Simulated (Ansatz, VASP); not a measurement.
# InSe2: VASP beside Ansatz

```
In Se
1.0
     3.83279    0.00000    0.00000
     0.00000    3.83279    0.00000
     0.00000    0.00000    9.34051
In Se
2 4
Direct
  0.00000 0.50000 0.70511
  0.50000 0.00000 0.29489
  0.00000 0.50000 0.36699
  0.50000 0.00000 0.63301
  0.00000 0.00000 0.00000
  0.50000 0.50000 0.00000
```

Alike in both runs: functional PBEsol; k mesh 10 × 10 × 4; occupations gaussian, width 0.1 eV; no spin polarisation.

Ansatz relaxed the structure, and its values are those at the end. VASP's run is a single point on that final structure, the one shown.

|  | VASP | Ansatz |
| --- | --- | --- |
| version | VASP 6.6.1 | Ansatz 0.2.0 |
| potentials or method | VASP PAW PBE potentials, release 64 (In_d, Se), cutoff 520 eV | scalar-relativistic, plane waves, PAW |
| valence electrons in the cell | 50 | 90 |

|  | VASP | Ansatz | Ansatz less VASP |
| --- | --- | --- | --- |
| gap on the k mesh at the Fermi level (eV) | none | none | - |
| pressure (GPa) | 0.1 | 0.0 | -0.08 |

VASP's potentials were made for PBE, not for PBEsol. A gap of «none» marks a metal or a gap that the smearing closes. The functional is the same, so the differences come from potentials, cutoffs and numerics. VASP's potentials hold 50 valence electrons a cell and Ansatz's 90, so a difference there can come from the potentials and not from the codes.
